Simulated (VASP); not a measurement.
HfC:

```xyz
2
Lattice="0.0000 2.3250 2.3250 2.3250 0.0000 2.3250 2.3250 2.3250 0.0000" Properties=species:S:1:pos:R:3 pbc="T T T"
Hf    2.3250    2.3250    2.3250
C     0.0000    0.0000    0.0000
```

Base run:

```yaml
Program: VASP 6.6.1
Functional: PBE
Potentials_or_basis: VASP PAW PBE potentials, release 64 (Hf_pv, C)
Cutoff: 520 eV
k_mesh: 8 × 8 × 8
Occupations: gaussian, width 0.1 eV
Spin: no spin polarisation
```

Its results: band gap on the k mesh zero (band 7 reaches 6.95 eV, above the bottom of band 8 at 5.53 eV); pressure -0.4 GPa.

Problem. The run is repeated on the same cell with these changes: k mesh from 8 × 8 × 8 to 5 × 5 × 5. What comes out?

Solution. Band gap on the k mesh zero (band 7 reaches 6.99 eV, above the bottom of band 8 at 5.76 eV); pressure 0.2 GPa.

Caveats: some runs use coarse meshes; spin-orbit coupling is left out, which moves the levels of the heavy elements.
